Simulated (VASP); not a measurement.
# CoO (Pm-3m) in VASP: notebook, part 2 of 2

VASP 6.6.1. The steps go on from the part before.

### 5 Single point, PBEsol, collinear spin, ferromagnetic start

This run uses another cell than the first one, of 8.51 Å³/atom, 1.017 times its volume.

INCAR

```
ALGO = Normal
EDIFF = 1E-7
ENCUT = 520
GGA = PS
ISIF = 2
ISMEAR = 0
ISPIN = 2
LASPH = True
LCHARG = False
LMAXMIX = 4
LORBIT = 11
LREAL = False
LWAVE = False
MAGMOM = 2.71 0.54
NBANDS = 18
NELM = 150
PREC = Accurate
SIGMA = 0.1
```

KPOINTS

```
k-points
0
Gamma
  16 16 16
```

POSCAR

```
CoO
1.0
    2.5724609762      0.0000000000      0.0000000000
    0.0000000000      2.5724609762      0.0000000000
    0.0000000000      0.0000000000      2.5724609762
Co O
1 1
Direct
    0.0000000000      0.0000000000      0.0000000000
    0.5000000000      0.5000000000      0.5000000000
```

Started as:

```console
cat potpaw_PBE.64/Co/POTCAR potpaw_PBE.64/O/POTCAR > POTCAR
mpirun -np 1 vasp_std > vasp.out
```

Wall time 88 s (1 thread of Intel Xeon 6975P-C (Granite Rapids), shared host); peak memory 0.19 GiB.

Results (log left out):

```
Free energy                                           : -13.4110 eV
Pressure                                              : -0.4 GPa
Band gap on the k mesh                                : zero (filled and empty bands overlap)
Net moment                                            : 3.00 μB per cell
Site moments                                          : Co +2.48; O +0.46 μB
Valence electrons inside the program's atomic spheres : Co 7.90; O 4.92
```

Levels at points of the mesh, in eV from the Fermi level:
Spin up:
```
           k point  band 7  band 8  band 9  band 10  band 11  band 12
(0.00, 0.00, 0.00)   -2.42   -2.42   -2.42     1.00    15.63    15.63
(0.50, 0.00, 0.00)   -1.56   -0.22   -0.22     6.40     8.46    16.39
(0.50, 0.50, 0.00)   -3.05   -2.00   -1.52     5.91    11.50    11.50
(0.50, 0.50, 0.50)   -0.18   -0.18   -0.18     6.77     6.77     6.77
```
Spin down:
```tsv
k point	band 4	band 5	band 6	band 7	band 8	band 9
(0.00, 0.00, 0.00)	-2.13	-2.13	-2.13	0.48	0.48	0.48
(0.50, 0.00, 0.00)	-3.14	-2.16	0.59	0.63	1.91	1.91
(0.50, 0.50, 0.00)	-2.23	-1.09	-0.44	-0.30	-0.30	0.85
(0.50, 0.50, 0.50)	-6.55	0.90	0.90	2.23	2.23	2.23
```

Caveat: the PAW data sets were made with another functional, which shifts forces and pressure a little; a cell with one magnetic atom can't hold antiferromagnetic order, which such compounds often take; semilocal functionals often make such compounds metallic where correlation or magnetic order opens a gap, which also shifts bond lengths. With open d or f shells a metallic result of PBEsol can be an artefact of self-interaction; +U or a hybrid may open a gap.

### 6 Single point, PBEsol, collinear spin, ferromagnetic start

This run uses another cell than the first one, of 8.51 Å³/atom, 1.017 times its volume.

INCAR

```
ALGO     = Normal         # electronic algorithm
EDIFF    = 1E-6           # SCF threshold, eV
ENCUT    = 520            # plane-wave cutoff, eV
GGA      = PS             # functional
ISIF     = 2              # what is computed and relaxed
ISMEAR   = 0              # smearing method
ISPIN    = 2              # spin polarisation
LASPH    = True           # aspherical terms in the spheres
LCHARG   = True           # write CHGCAR
LELF     = True           # ELF
LMAXMIX  = 4              # l up to which the mixer works
LORBIT   = 11             # projections on sites
LREAL    = False          # projectors in reciprocal space
LVHAR    = True         
LWAVE    = False          # write WAVECAR
MAGMOM   = 3 0            # initial moments
NBANDS   = 18             # bands
NELM     = 150            # most SCF steps
PREC     = Accurate       # precision mode
SIGMA    = 0.1            # smearing width, eV
```

KPOINTS is that of step 5.

POSCAR is that of step 5.

Potentials or basis: VASP PAW PBE potentials, release 64 (Co, O).

Started as:

```console
cat potpaw_PBE.64/Co/POTCAR potpaw_PBE.64/O/POTCAR > POTCAR
mpirun -np 1 vasp_std > vasp.out
```

Run time: 92 s. Hardware: 1 thread of Intel Xeon 6975P-C (Granite Rapids), shared host; peak memory 0.19 GiB.

It converged, with:

| Item | Value |
| --- | --- |
| Free energy | -13.4110 eV |
| Pressure | -0.4 GPa |
| Band gap on the k mesh | zero (filled and empty bands overlap) |
| Net moment | 3.00 μB per cell |
| Site moments | Co +2.48; O +0.46 μB |
| Valence electrons inside the program's atomic spheres | Co 7.90; O 4.92 |

Levels at points of the mesh, in eV from the Fermi level:
Spin up:
| k point | band 5 | band 6 | band 7 | band 8 | band 9 | band 10 | band 11 | band 12 | band 13 | band 14 |
| --- | --- | --- | --- | --- | --- | --- | --- | --- | --- | --- |
| (0.00, 0.00, 0.00) | -2.98 | -2.98 | -2.42 | -2.42 | -2.42 | 1.00 | 15.63 | 15.63 | 20.59 | 20.59 |
| (0.50, 0.00, 0.00) | -4.09 | -2.34 | -1.56 | -0.22 | -0.22 | 6.40 | 8.46 | 16.39 | 18.01 | 18.01 |
| (0.50, 0.50, 0.00) | -3.07 | -3.05 | -3.05 | -2.00 | -1.52 | 5.91 | 11.50 | 11.50 | 17.11 | 24.97 |
| (0.50, 0.50, 0.50) | -1.47 | -1.47 | -0.18 | -0.18 | -0.18 | 6.77 | 6.77 | 6.77 | 15.42 | 22.29 |
Spin down:
| k point | band 4 | band 5 | band 6 | band 7 | band 8 | band 9 |
| --- | --- | --- | --- | --- | --- | --- |
| (0.00, 0.00, 0.00) | -2.13 | -2.13 | -2.13 | 0.48 | 0.48 | 0.48 |
| (0.50, 0.00, 0.00) | -3.14 | -2.16 | 0.59 | 0.63 | 1.91 | 1.91 |
| (0.50, 0.50, 0.00) | -2.23 | -1.09 | -0.44 | -0.30 | -0.30 | 0.85 |
| (0.50, 0.50, 0.50) | -6.55 | 0.90 | 0.90 | 2.23 | 2.23 | 2.23 |

Caveat: the PAW data sets were made with another functional, which shifts forces and pressure a little; a cell with one magnetic atom can't hold antiferromagnetic order, which such compounds often take; semilocal functionals often make such compounds metallic where correlation or magnetic order opens a gap, which also shifts bond lengths.

### 7 Summary

| spin | fixed moment (μB) | cell | k mesh | gap on the mesh (eV) | pressure (GPa) | moment (μB) |
| --- | --- | --- | --- | --- | --- | --- |
| collinear, ferromagnetic start | - | a = 2.558 Å, 2 atoms | 8 × 8 × 8 | none | 3.7 | 3.00 |
| off | - | a = 2.572 Å, 2 atoms | 16 × 16 × 16 | none | -15.8 | - |
| collinear, zero start | 0.0 | a = 2.572 Å, 2 atoms | 16 × 16 × 16 | - | -15.8 | 0.00 |
| collinear, ferromagnetic start | - | a = 2.572 Å, 2 atoms | 16 × 16 × 16 | none | -0.4 | 3.00 |

Alike in all rows: task single point; level PBEsol; potentials or basis VASP PAW PBE potentials, release 64 (Co, O); cutoff (eV) 520; smearing gaussian 0.1 eV.

Caveats: the PAW data sets were made with another functional, which shifts forces and pressure a little; semilocal functionals often make such compounds metallic where correlation or magnetic order opens a gap, which also shifts bond lengths (some runs); a cell with one magnetic atom can't hold antiferromagnetic order, which such compounds often take (some runs); an odd number of electrons without spin polarisation forces a metal (some runs); a magnetic or distorted state may lie lower (some runs); the total moment is fixed, so each spin has its own Fermi level (some runs).

Total energies depend on the potentials used, so only differences within one code and one set of settings carry meaning.
